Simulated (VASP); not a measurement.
Wanted: the native input for a VASP 6.6.1 run.

- Task: single point
- Functional: r2SCAN
- Potentials or basis: VASP PAW PBE potentials, release 64 (Na_pv, I)
- Cutoff: 520 eV
- k mesh: 6 × 6 × 6
- Occupations: gaussian, width 0.01 eV
- Spin: no spin polarisation
- Dipole correction: no
- Further INCAR settings: ALGO = Normal; EDIFF = 1e-06; NBANDS = 14

NaI:

```
Na I
1.0
     4.04054    0.00000    0.00000
     0.00000    4.04054    0.00000
     0.00000    0.00000    4.04054
Na I
1 1
Direct
  0.00000 0.00000 0.00000
  0.50000 0.50000 0.50000
```

One way to write it, as run:

POSCAR

```
NaI
1.0
    4.0405365889      0.0000000000      0.0000000000
    0.0000000000      4.0405365889      0.0000000000
    0.0000000000      0.0000000000      4.0405365889
Na I
1 1
Direct
    0.0000000000      0.0000000000      0.0000000000
    0.5000000000      0.5000000000      0.5000000000
```

INCAR.step1

```
PREC     = Accurate       # precision mode
ENCUT    = 520            # plane-wave cutoff, eV
ISMEAR   = 0              # smearing method
SIGMA    = 0.01           # smearing width, eV
LREAL    = F              # projectors in reciprocal space
LASPH    = T              # aspherical terms in the spheres
NELM     = 100            # most SCF steps
NBANDS   = 14             # bands
GGA      = PE             # functional
ALGO     = Normal         # electronic algorithm
EDIFF    = 1E-4           # SCF threshold, eV
LWAVE    = T              # write WAVECAR
LCHARG   = F              # write CHGCAR
```

INCAR.step2

```
PREC     = Accurate       # precision mode
ENCUT    = 520            # plane-wave cutoff, eV
EDIFF    = 1E-6           # SCF threshold, eV
ISMEAR   = 0              # smearing method
SIGMA    = 0.01           # smearing width, eV
LREAL    = F              # projectors in reciprocal space
LASPH    = T              # aspherical terms in the spheres
NELM     = 100            # most SCF steps
ALGO     = Normal         # electronic algorithm
ISIF     = 2              # what is computed and relaxed
LWAVE    = F              # write WAVECAR
LCHARG   = F              # write CHGCAR
METAGGA  = R2SCAN         # meta-GGA
LMIXTAU  = T            
NBANDS   = 14             # bands
ISTART   = 1
```

KPOINTS

```
regular mesh
0
Gamma
  6 6 6
```

Potentials or basis: VASP PAW PBE potentials, release 64 (Na_pv, I).

Command:

```console
$ cat potpaw_PBE.64/Na_pv/POTCAR potpaw_PBE.64/I/POTCAR > POTCAR
$ cp INCAR.step1 INCAR
$ mpirun -np 1 vasp_std > vasp.out
$ cp INCAR.step2 INCAR
$ mpirun -np 1 vasp_std > vasp.out
```

Results of the run:

| Quantity | Value |
| --- | --- |
| Pressure | 0.0 GPa |
| Band gap on the k mesh | 3.07 eV, indirect (least direct gap 3.36 eV) |

Caveat: the PAW data sets were made with another functional, which shifts forces and pressure a little; spin-orbit coupling is left out, which moves the levels of the heavy elements.

Wall time 45 s on 1 thread of Intel(R) Xeon(R) Platinum 8259CL CPU @ 2.50GHz (Skylake/Cascade Lake), on a shared host, peak memory 0.17 GiB.
